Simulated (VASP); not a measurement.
Set up this calculation in VASP 6.6.1, as the native input.

```yaml
Task: single point
Functional: PBEsol
Potentials_or_basis: VASP PAW PBE potentials, release 64 (Ti_sv, Si)
Cutoff: 520 eV
k_mesh: 10 × 10 × 10
Occupations: gaussian, width 0.1 eV
Spin: no spin polarisation
Dipole_correction: no
Further_INCAR_settings: ALGO = Normal; EDIFF = 1e-07; NBANDS = 29
```

The structure of TiSi2 lies in POSCAR:

```
TiSi2
1.0
    1.7728092906     -6.7719281455      0.0000000000
    1.7728092906      6.7719281455      0.0000000000
    0.0000000000      0.0000000000      3.5803079432
Ti Si
2 4
Direct
    0.8968762162      0.1031237838      0.7500000000
    0.1031237838      0.8968762162      0.2500000000
    0.5592923772      0.4407076228      0.7500000000
    0.4407076228      0.5592923772      0.2500000000
    0.2498145226      0.7501854774      0.7500000000
    0.7501854774      0.2498145226      0.2500000000
```

This cell differs from its parent crystal: volume scaled by 1.03, then relaxed in part.

One way to write it, as run:

INCAR

```
PREC = Accurate ; ENCUT = 520
EDIFF = 1E-7 ; ISMEAR = 0
SIGMA = 0.1 ; LREAL = F
LASPH = T ; NELM = 100
ALGO = Normal ; ISIF = 2
LWAVE = F ; LCHARG = T
GGA = PS ; LELF = T
LVHAR = T ; NBANDS = 29
```

KPOINTS

```
regular mesh
0
Gamma
  10 10 10
```

Potentials or basis: VASP PAW PBE potentials, release 64 (Ti_sv, Si).

Command:

```sh
$ cat potpaw_PBE.64/Ti_sv/POTCAR potpaw_PBE.64/Si/POTCAR > POTCAR
$ mpirun -np 1 vasp_std > vasp.out
```

Results of the run:

| Property | Result |
| --- | --- |
| Pressure | -3.7 GPa |
| Largest force | 0.005 eV/Å |
| Band gap on the k mesh | zero (band 20 reaches 10.80 eV, above the bottom of band 21 at 9.80 eV) |

Caveat: the PAW data sets were made with another functional, which shifts forces and pressure a little.

Run time: 7.2 min on 1 thread of Intel(R) Xeon(R) 6975P-C (Granite Rapids), on a shared host, peak memory 0.54 GiB.
